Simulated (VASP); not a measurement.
Input of a VASP 6.6.1 run:

Contents of INCAR:

```
SYSTEM = Fe
PREC     = Accurate       ! precision mode
ENCUT    = 520            ! plane-wave cutoff, eV
EDIFF    = 1E-7           ! SCF threshold, eV
ISMEAR   = 0              ! smearing method
SIGMA    = 0.1            ! smearing width, eV
LREAL    = .False.        ! projectors in reciprocal space
LASPH    = .True.         ! aspherical terms in the spheres
NELM     = 150            ! most SCF steps
ALGO     = Fast           ! electronic algorithm
ISIF     = 2              ! what is computed and relaxed
LWAVE    = .False.        ! write WAVECAR
LCHARG   = .True.         ! write CHGCAR
ISPIN    = 2              ! spin polarisation
MAGMOM   = 4 -4           ! initial moments
LORBIT   = 11             ! projections on sites
LMAXMIX  = 4              ! l up to which the mixer works
GGA      = PE             ! functional
LELF     = .True.         ! ELF
LVHAR    = .True.       
NBANDS   = 19             ! bands
```

The input KPOINTS:

```
Automatic mesh
0
Gamma
  20 20 10
  0 0 0
```

The input POSCAR:

```
Fe
1.0
    1.3910282051      3.6051029063      1.8242420356
    1.3910282051      0.0000000000      1.8242420356
    2.7820564101      3.6051029063      0.0000000000
Fe
2
Direct
    0.0000000000      0.0000000000      0.0000000000
    0.0000000000      0.0000000000      0.5000000000
```

Potentials or basis: VASP PAW PBE potentials, release 64 (Fe).

Command:

```sh
$ cat potpaw_PBE.64/Fe/POTCAR > POTCAR
$ mpirun -np 1 vasp_std > vasp.out
```

(1) Estimate the band gap on the k mesh.

(2) Estimate the site moments.

Answers

(1) zero (filled and empty bands overlap).

(2) Fe +1.29, -1.29 μB.
